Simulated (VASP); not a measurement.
Input of a VASP 6.6.1 run:

File INCAR:

```
SYSTEM = Cd2S
PREC     = Accurate       ! precision mode
ENCUT    = 520            ! plane-wave cutoff, eV
EDIFF    = 1E-7           ! SCF threshold, eV
ISMEAR   = -1             ! smearing method
SIGMA    = 0.05           ! smearing width, eV
LREAL    = .FALSE.        ! projectors in reciprocal space
LASPH    = .TRUE.         ! aspherical terms in the spheres
NELM     = 100            ! most SCF steps
ALGO     = Normal         ! electronic algorithm
ISIF     = 2              ! what is computed and relaxed
LWAVE    = .FALSE.        ! write WAVECAR
LCHARG   = .FALSE.        ! write CHGCAR
NBANDS   = 22             ! bands
```

Contents of KPOINTS:

```
Automatic mesh
0
G
  8 8 5
  0 0 0
```

The input POSCAR:

```
Cd2S
1.0
    3.9626700490      0.0000000000      0.0000000000
   -1.9813350245      3.4317729293      0.0000000000
    0.0000000000      0.0000000000      5.8091920000
Cd S
2 1
Direct
    0.3333333333      0.6666666667      0.9327170000
    0.6666666667      0.3333333333      0.5787350000
    0.3333333333      0.6666666667      0.3657050000
```

Potentials or basis: VASP PAW LDA potentials, release 64 (Cd, S).

Command:

```sh
$ cat potpaw_LDA.64/Cd/POTCAR potpaw_LDA.64/S/POTCAR > POTCAR
$ mpirun -np 1 vasp_std > vasp.out
```

Task: Estimate the pressure.

Result: -4.6 GPa.

Task: What does it give for the largest force?

Result: 0.158 eV/Å.

Task: Estimate the band gap on the k mesh.

Result: 0.24 eV, indirect (least direct gap 0.56 eV).

Forces in eV/Å, atoms in the order of the input:
```
Cd   0.000  0.000 -0.012
Cd   0.000  0.000 -0.146
S    0.000  0.000  0.158
```

A k mesh can miss the band edges.
